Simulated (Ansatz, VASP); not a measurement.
ZnS in VASP and in Ansatz

The input INCAR:

```
SYSTEM = ZnS
PREC     = Accurate       ! precision mode
ENCUT    = 520            ! plane-wave cutoff, eV
EDIFF    = 1E-7           ! SCF threshold, eV
ISMEAR   = 0              ! smearing method
SIGMA    = 0.01           ! smearing width, eV
LREAL    = .False.        ! projectors in reciprocal space
LASPH    = .True.         ! aspherical terms in the spheres
NELM     = 100            ! most SCF steps
ALGO     = Normal         ! electronic algorithm
ISIF     = 2              ! what is computed and relaxed
LWAVE    = .False.        ! write WAVECAR
LCHARG   = .False.        ! write CHGCAR
GGA      = CA             ! functional
NBANDS   = 16             ! bands
```

KPOINTS

```
Automatic mesh
0
Gamma
  8 8 8
  0 0 0
```

The input POSCAR:

```
ZnS
1.0
    2.7014380825      2.7014380825      0.0000000000
   -2.7014380825      2.7014380825      0.0000000000
    0.0000000000      2.7014380825      2.5823289242
Zn S
1 1
Direct
    0.7500000000      0.2500000000      0.5000000000
    0.0000000000      0.0000000000      0.0000000000
```

Input for Ansatz:

```yaml
crystal:
  lattice:
    - [2.70143808253, 2.70143808253, 0.0]
    - [-2.70143808253, 2.70143808253, 0.0]
    - [0.0, 2.70143808253, 2.58232892425]
  atoms:
    - { symbol: Zn, position: [0.75, 0.25, 0.5] }
    - { symbol: S, position: [0.0, 0.0, 0.0] }
kpoints:
  mp_grid: { grid: [8, 8, 8] }
scf:
  occupations: { method: fixed }
  convergence: { dr2_threshold: 1.0e-10 }
hamiltonian:
  xc: lda
  pseudopotentials: { kind: all_electron, lapw: { basis_error: 0.0005 } }
output:
  forces: true
  stress: true
  eigenstates:
    kpoints:
      - [0.0, 0.0, 0.0]
      - [-0.5, -0.5, -0.5]
      - [-0.5, 0.5, 0.0]
      - [0.0, 0.0, -0.5]
      - [0.0, -0.5, -0.5]
      - [0.0, 0.5, 0.0]
      - [-0.5, 0.0, 0.0]
      - [-0.5, 0.0, -0.5]
  eigenvalues: true
```

Change from the starting cell: film at in-plane strain +0.02.

Alike in both runs: task single point; functional LDA; k mesh 8 × 8 × 8; no spin polarisation.

```csv
,VASP,Ansatz
version,VASP 6.6.1,Ansatz 0.2.0
potentials or method,"VASP PAW LDA potentials, release 64 (Zn, S), cutoff 520 eV","all-electron LAPW, scalar-relativistic"
occupations,"gaussian, width 0.01 eV",fixed
```

```tsv
	VASP	Ansatz	Ansatz less VASP
gap on the k mesh at the Fermi level (eV)	1.99	1.96	-0.033
pressure (GPa)	-1.0	-1.3	-0.24
traceless stress, the component that is largest in VASP (GPa)	1.26	1.27	+0.009
```

LDA's correlation is that of Perdew and Zunger in VASP and of Perdew and Wang (1992) in Ansatz. Ansatz ran all-electron here, and VASP with PAW potentials.
